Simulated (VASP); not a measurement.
# Co (P6_3/mmc) in VASP: notebook

The runs below take Co through single point, with PBE.

Program: VASP 6.6.1. These are calculated values, not measurements. Logs are shortened: lines on timing, memory, paths and dates and some standing lists are left out, and cuts for length are marked.

### 1 The cell of the first run

It takes space group P6_3/mmc (No. 194, hexagonal). The conventional cell has a = 2.492 Å, b = 2.492 Å, c = 8.093 Å, α = 90.00°, β = 90.00°, γ = 120.00°. Co (site symmetry -3m) has 12 Co at 2.48 to 2.49 Å within 3.3 Å. Within 3.3 Å of Co (site symmetry -6m2) lie 12 Co at 2.48 to 2.49 Å.

### 2 Single point, PBE, collinear spin, ferromagnetic start

Contents of INCAR:

```
SYSTEM = Co
  ALGO = Normal
  EDIFF = 1E-7
  ENCUT = 520
  GGA = PE
  ISIF = 2
  ISMEAR = 0
  ISPIN = 2
  LASPH = .TRUE.
  LCHARG = .TRUE.
  LELF = .TRUE.
  LMAXMIX = 4
  LORBIT = 11
  LREAL = .FALSE.
  LVHAR = .TRUE.
  LWAVE = .FALSE.
  MAGMOM = 1.88 1.88 1.88 1.88
  NBANDS = 30
  NELM = 150
  PREC = Accurate
  SIGMA = 0.1
```

Contents of KPOINTS:

```
k-points
0
G
  24 24 8
  0 0 0
```

Contents of POSCAR:

```
Co
1.0
    2.4915950157      0.0000000000      0.0000000000
   -1.2457975079      2.1577845795      0.0000000000
    0.0000000000      0.0000000000      8.0933174588
Co
4
Direct
    0.0000000000      0.0000000000      0.0000000000
    0.3333333333      0.6666666667      0.2500000000
    0.0000000000      0.0000000000      0.5000000000
    0.6666666667      0.3333333333      0.7500000000
```

Potentials or basis: VASP PAW PBE potentials, release 64 (Co).

Command:

```sh
$ cat potpaw_PBE.64/Co/POTCAR > POTCAR
$ mpirun -np 1 vasp_std > vasp.out
```

OUTCAR:

```text
SYSTEM = Co
   EDIFF = 1E-7
   ENCUT = 520
   GGA = PE
   ISIF = 2
   ISMEAR = 0
   ISPIN = 2
   LASPH = .TRUE.
   LORBIT = 11
   LREAL = .FALSE.
   NELM = 150
   PREC = Accurate

 ion  position               nearest neighbor table
   1  0.000  0.000  0.000-   2 2.48   4 2.48   2 2.48   4 2.48   4 2.48   2 2.48
   2  0.333  0.667  0.250-   1 2.48   3 2.48   1 2.48   3 2.48   1 2.48   3 2.48
   3  0.000  0.000  0.500-   2 2.48   4 2.48   2 2.48   4 2.48   4 2.48   2 2.48
   4  0.667  0.333  0.750-   1 2.48   3 2.48   1 2.48   3 2.48   1 2.48   3 2.48

  LATTYP: Found a hexagonal cell.
 ALAT       =     2.4915950157
 C/A-ratio  =     3.2482475715

  Lattice vectors:

 A1 = (   2.4915950157,   0.0000000000,   0.0000000000)
 A2 = (  -1.2457975079,   2.1577845795,   0.0000000000)
 A3 = (   0.0000000000,   0.0000000000,   8.0933174588)

Analysis of symmetry for initial positions (statically):
=====================================================================
 Subroutine PRICEL returns:
 Original cell was already a primitive cell.

 Routine SETGRP: Setting up the symmetry group for a
 hexagonal supercell.

 Subroutine GETGRP returns: Found 24 space group operations
 (whereof 12 operations were pure point group operations)
 out of a pool of 24 trial point group operations.

The static configuration has the point symmetry D_3d.
 The point group associated with its full space group is D_6h.

Analysis of symmetry for dynamics (positions and initial velocities):
=====================================================================
 Subroutine PRICEL returns:
 Original cell was already a primitive cell.

 Routine SETGRP: Setting up the symmetry group for a
 hexagonal supercell.

 Subroutine GETGRP returns: Found 24 space group operations
 (whereof 12 operations were pure point group operations)
 out of a pool of 24 trial point group operations.

The dynamic configuration has the point symmetry D_3d.
 The point group associated with its full space group is D_6h.

Analysis of structural, dynamic, and magnetic symmetry:
=====================================================================
 Subroutine PRICEL returns:
 Original cell was already a primitive cell.

 Routine SETGRP: Setting up the symmetry group for a
 hexagonal supercell.

 Subroutine GETGRP returns: Found 24 space group operations
 (whereof 12 operations were pure point group operations)
 out of a pool of 24 trial point group operations.

The overall configuration has the point symmetry D_3d.
 The point group associated with its full space group is D_6h.

 Subroutine INISYM returns: Found 24 space group operations
 (whereof 12 operations are pure point group operations),
 and found     1 'primitive' translations

----------------------------------------------------------------------------------------

                                     Primitive cell

  volume of cell :      43.5123

  direct lattice vectors                    reciprocal lattice vectors
     2.491595016  0.000000000  0.000000000     0.401349334  0.231719146  0.000000000
    -1.245797508  2.157784579  0.000000000     0.000000000  0.463438292  0.000000000
     0.000000000  0.000000000  8.093317459     0.000000000  0.000000000  0.123558727

  length of vectors
     2.491595016  2.491595016  8.093317459     0.463438292  0.463438292  0.123558727

  position of ions in fractional coordinates (direct lattice)
     0.000000000  0.000000000  0.000000000
     0.333333333  0.666666667  0.250000000
     0.000000000  0.000000000  0.500000000
     0.666666667  0.333333333  0.750000000

  ion indices of the primitive-cell ions
   primitive index   ion index
                 1           1
                 2           2
                 3           3
                 4           4

----------------------------------------------------------------------------------------

 KPOINTS: k-points

Automatic generation of k-mesh.
 Grid dimensions read from file:
 generate k-points for:   24   24    8

 Generating k-lattice:

  Cartesian coordinates                     Fractional coordinates (reciprocal lattice)
     0.016722889  0.009654964  0.000000000     0.041666667  0.000000000  0.000000000
     0.000000000  0.019309929  0.000000000     0.000000000  0.041666667  0.000000000
     0.000000000  0.000000000  0.015444841     0.000000000  0.000000000  0.125000000

  Length of vectors
     0.019309929  0.019309929  0.015444841

  Shift w.r.t. Gamma in fractional coordinates (k-lattice)
     0.000000000  0.000000000  0.000000000

 Subroutine IBZKPT returns following result:
 ===========================================

 Found    305 irreducible k-points:

 Following reciprocal coordinates:
            Coordinates               Weight
  0.000000  0.000000  0.000000      1.000000
  0.041667  0.000000  0.000000      6.000000
  0.083333  0.000000  0.000000      6.000000
  0.125000  0.000000  0.000000      6.000000
  0.166667  0.000000  0.000000      6.000000
  0.208333  0.000000  0.000000      6.000000
[... 16 lines left out ...]
  0.416667  0.041667  0.000000     12.000000
  0.458333  0.041667  0.000000     12.000000
 [... further k-points ...]
   k-points           NKPTS =    305   k-points in BZ     NKDIM =    305   number of bands    NBANDS=     30
   number of dos      NEDOS =    301   number of ions     NIONS =      4
   total plane-waves  NPLWV =  24000
   dimension x,y,z NGX =    20 NGY =   20 NGZ =   60
   dimension x,y,z NGXF=    40 NGYF=   40 NGZF=  120
   ions per type =               4
   NGX,Y,Z   is equivalent  to a cutoff of  13.34, 13.34, 12.32 a.u.
   NGXF,Y,Z  is equivalent  to a cutoff of  26.69, 26.69, 24.65 a.u.
 SYSTEM =  Co
   PREC   = accura    normal or accurate (medium, high low for compatibility)
   ISTART =      0    job   : 0-new  1-cont  2-samecut
   ICHARG =      2    charge: 1-file 2-atom 10-const
   ISPIN  =      2    spin polarized calculation?
   LNONCOLLINEAR =      F non collinear calculations
   LSORBIT =      F    spin-orbit coupling
   LASPH  =      T    aspherical Exc in radial PAW
   ENCUT  =  520.0 eV  38.22 Ry    6.18 a.u.   4.63  4.63 15.05*2*pi/ulx,y,z
   NELM   =    150;   NELMIN=  2; NELMDL= -5     # of ELM steps
   EDIFF  = 0.1E-06   stopping-criterion for ELM
   LREAL  =      F    real-space projection
   EDIFFG = 0.1E-05   stopping-criterion for IOM
   NSW    =      0    number of steps for IOM
   IBRION =     -1    ionic relax: 0-MD 1-quasi-New 2-CG
   NFREE  =      0    steps in history (QN), initial steepest desc. (CG)
   ISIF   =      2    stress and relaxation
   ISYM   =      2    0-nonsym 1-usesym 2-fastsym
   POTIM  = 0.5000    time-step for ionic-motion
   TEBEG  =    0.0;   TEEND  =   0.0 temperature during run
   PSTRESS=    0.0 pullay stress
   NELECT =      36.0000    total number of electrons
   NUPDOWN=      -1.0000    fix difference up-down
   EMIN   =  10.00;   EMAX   =-10.00  energy-range for DOS
   EFERMI =   0.00;   METHOD = LEGACY
   ISMEAR =     0;   SIGMA  =   0.10  broadening in eV -4-tet -1-fermi 0-gaus
   EFERMI_NEDOS =   21; number of points for ismear=-14 and -15
   IALGO  =     38    algorithm
   IMIX   =      4    mixing-type and parameters
     AMIX     =   0.40;   BMIX     =  1.00
     AMIX_MAG =   1.60;   BMIX_MAG =  1.00
  volume/ion in A,a.u.               =      10.88        73.41
  Fermi-wavevector in a.u.,A,eV,Ry     =   1.536874  2.904271 32.136716  2.361982
  Thomas-Fermi vector in A             =   2.643462
   LORBIT       =     11    0 simple, 1 ext, 2 COOP (PROOUT), +10 PAW based schemes
   GGA     = PE    functional components
   LHFCALC =     F    Hartree Fock is set to
   AEXX    =    0.0000 exact exchange contribution
   IVDW    =     0    specifies the selected vdW correction
   LEPSILON=     F    determine dielectric tensor
   LRPA    =     F    only Hartree local field effects (RPA)
 spin polarized calculation
 Gauss-broadening in eV      SIGMA  =   0.10
  energy-cutoff  :      520.00
  volume of cell :       43.51
 maximum number of plane-waves:      1194
 NGX is ok and might be reduce to    20
   NGX =  9   NGY =  9   NGZ = 31

 number of electron      36.0000001 magnetization       6.5338238

 Free energy of the ion-electron system (eV)
  ---------------------------------------------------
  ext. energy  EPLUGINS =         0.00000000
  ---------------------------------------------------
  free energy    TOTEN  =       -28.13185288 eV

  energy without entropy =      -28.11404078  energy(sigma->0) =      -28.12294683

 E-fermi :  10.2840     XC(G=0): -13.3890

 val. band max:       10.2832808480   @ k =   0.2500   0.0833   0.1250
 cond. band min:      10.2841351440   @ k =   0.2500   0.0000   0.2500
 fundamental gap:      0.0008542961
 Fermi energy:        10.2839628205

 spin component 1

 k-point     1 :       0.0000    0.0000    0.0000
  band No.  band energies     occupation
      1       1.3218      1.00000
      2       3.5368      1.00000
      3       3.5602      1.00000
      4       5.1078      1.00000
      5       7.2783      1.00000
      6       7.3076      1.00000
[... 781 lines left out ...]
     29      22.5399      0.00000
     30      23.4128      0.00000

 [... further k-points ...]

 spin component 2

 k-point     1 :       0.0000    0.0000    0.0000
  band No.  band energies     occupation
      1       1.3263      1.00000
      2       3.6231      1.00000
      3       3.6258      1.00000
      4       6.0356      1.00000
      5       8.6207      1.00000
      6       8.6854      1.00000
[... 781 lines left out ...]
     29      23.0955      0.00000
     30      23.9280      0.00000

 [... further k-points ...]

------------------------ aborting loop because EDIFF is reached ----------------------------------------

  FORCE on cell =-STRESS in cart. coord.  units (eV):
  Direction    XX          YY          ZZ          XY          YZ          ZX
  --------------------------------------------------------------------------------------
  -------------------------------------------------------------------------------------
  Total       -0.0894183     -0.0894183     -0.2007327      0.0000000      0.0000000      0.0000000
  in kB       -3.2924949     -3.2924949     -7.3912293      0.0000000      0.0000000      0.0000000
  external PRESSURE =      -4.6587397 kB  Pullay stress =       0.0000000 kB

 VOLUME and BASIS-vectors are now :
 -----------------------------------------------------------------------------
  energy-cutoff  :      520.00
  volume of cell :       43.51
      direct lattice vectors                 reciprocal lattice vectors
     2.491595016  0.000000000  0.000000000     0.401349334  0.231719146  0.000000000
    -1.245797508  2.157784579  0.000000000     0.000000000  0.463438292  0.000000000
     0.000000000  0.000000000  8.093317459     0.000000000  0.000000000  0.123558727

 POSITION                                       TOTAL-FORCE (eV/Angst)
 -----------------------------------------------------------------------------------
      0.00000      0.00000      0.00000        -0.000000      0.000000      0.000000
     -0.00000      1.43852      2.02333         0.000000     -0.000000     -0.000000
      0.00000      0.00000      4.04666        -0.000000      0.000000      0.000000
      1.24580      0.71926      6.06999        -0.000000      0.000000      0.000000
 -----------------------------------------------------------------------------------
    total drift:                                0.000000     -0.000000      0.000000

  FREE ENERGIE OF THE ION-ELECTRON SYSTEM (eV)
  ---------------------------------------------------
  free  energy   TOTEN  =       -28.1318528796 eV

  energy  without entropy=      -28.1140407809  energy(sigma->0) =      -28.12294683

 total charge

# of ion       s       p       d       tot
------------------------------------------
    1        0.489   0.519   7.261   8.270
    2        0.489   0.522   7.254   8.264
    3        0.489   0.519   7.261   8.270
    4        0.489   0.522   7.254   8.264
--------------------------------------------------
tot          1.956   2.082  29.030  33.068

 magnetization (x)

# of ion       s       p       d       tot
------------------------------------------
    1       -0.014  -0.051   1.709   1.644
    2       -0.013  -0.053   1.727   1.661
    3       -0.014  -0.051   1.709   1.644
    4       -0.013  -0.053   1.727   1.661
--------------------------------------------------
tot         -0.054  -0.208   6.873   6.611
```

Run time: 7.1 min. Hardware: 1 thread of Intel Xeon 6975P-C (Granite Rapids), shared host; peak memory 0.58 GiB.

What came out:

```yaml
Free_energy: -28.1319 eV
Pressure: -0.5 GPa
Net_moment: 6.53 μB per cell
Site_moments: Co +1.64, +1.66 (each value once) μB
Valence_electrons_inside_the_program's_atomic_spheres: Co 8.27, 8.26 (each value once)
```

### 3 Single point, PBE, collinear spin, ferromagnetic start (equal strain along all axes, cell held: -6.0 %)

Contents of INCAR:

```
SYSTEM = Co
ALGO = Normal ; EDIFF = 1E-6
ENCUT = 520 ; GGA = PE
ISIF = 2 ; ISMEAR = 0
ISPIN = 2 ; LASPH = .True.
LCHARG = .False. ; LMAXMIX = 4
LORBIT = 11 ; LREAL = .False.
LWAVE = .False. ; MAGMOM = 1.88 1.88 1.88 1.88
NBANDS = 30 ; NELM = 150
PREC = Accurate ; SIGMA = 0.1
```

Contents of KPOINTS:

```
k-points
0
Gamma
  24 24 8
  0 0 0
```

Contents of POSCAR:

```
Co
1.0
    2.3420993148      0.0000000000      0.0000000000
   -1.1710496574      2.0283175048      0.0000000000
    0.0000000000      0.0000000000      7.6077184113
Co
4
Direct
    0.0000000000      0.0000000000      0.0000000000
    0.3333333333      0.6666666667      0.2500000000
    0.0000000000      0.0000000000      0.5000000000
    0.6666666667      0.3333333333      0.7500000000
```

Potentials or basis: VASP PAW PBE potentials, release 64 (Co).

Command:

```sh
$ cat potpaw_PBE.64/Co/POTCAR > POTCAR
$ mpirun -np 1 vasp_std > vasp.out
```

Run time: 13 min. Hardware: 1 thread of Oxide Virtual Turin-like, shared host; peak memory 0.47 GiB.

Results (log left out):

- Free energy: -26.9953 eV
- Pressure: 60.0 GPa
- Band gap on the k mesh: zero (filled and empty bands overlap)
- Net moment: 5.99 μB per cell
- Site moments: Co +1.47, +1.49 (each value once) μB
- Valence electrons inside the program's atomic spheres: Co 8.70

Stress tensor (GPa, compression positive):
```
60.46  0.00  0.00
 0.00 60.46  0.00
 0.00  0.00 59.14
```

Levels at points of the mesh, in eV from the Fermi level:
Spin up:
| k point | band 18 | band 19 | band 20 | band 21 | band 22 | band 23 | band 24 | band 25 |
| --- | --- | --- | --- | --- | --- | --- | --- | --- |
| (0.00, 0.00, 0.00) | -1.39 | -1.39 | -0.98 | -0.98 | -0.46 | -0.46 | -0.26 | 8.06 |
| (0.50, 0.00, 0.00) | -0.18 | -0.15 | -0.12 | 0.34 | 1.63 | 3.26 | 3.96 | 8.71 |
| (0.00, 0.00, 0.50) | -1.58 | -1.58 | -1.58 | -0.69 | -0.69 | -0.69 | -0.69 | 11.20 |
| (0.50, 0.00, 0.50) | -0.35 | -0.19 | -0.19 | 1.74 | 1.74 | 3.53 | 3.53 | 9.01 |
Spin down:
```tsv
k point	band 11	band 12	band 13	band 14	band 15	band 16	band 17	band 18
(0.00, 0.00, 0.00)	-1.49	-1.19	-1.19	-1.12	-1.12	-0.25	-0.08	-0.08
(0.50, 0.00, 0.00)	-1.07	-0.26	-0.22	0.61	1.39	1.42	1.46	1.48
(0.00, 0.00, 0.50)	-1.46	-1.46	-1.32	-1.32	-1.32	-1.32	0.17	0.17
(0.50, 0.00, 0.50)	-1.09	-1.09	-0.32	-0.32	0.93	0.93	1.42	1.42
```

Caveat: the cell differs from its parent crystal (equal strain along all axes, cell held: -6.0 %); the cell stands under pressure.

(Continued in part 2 of 2.)
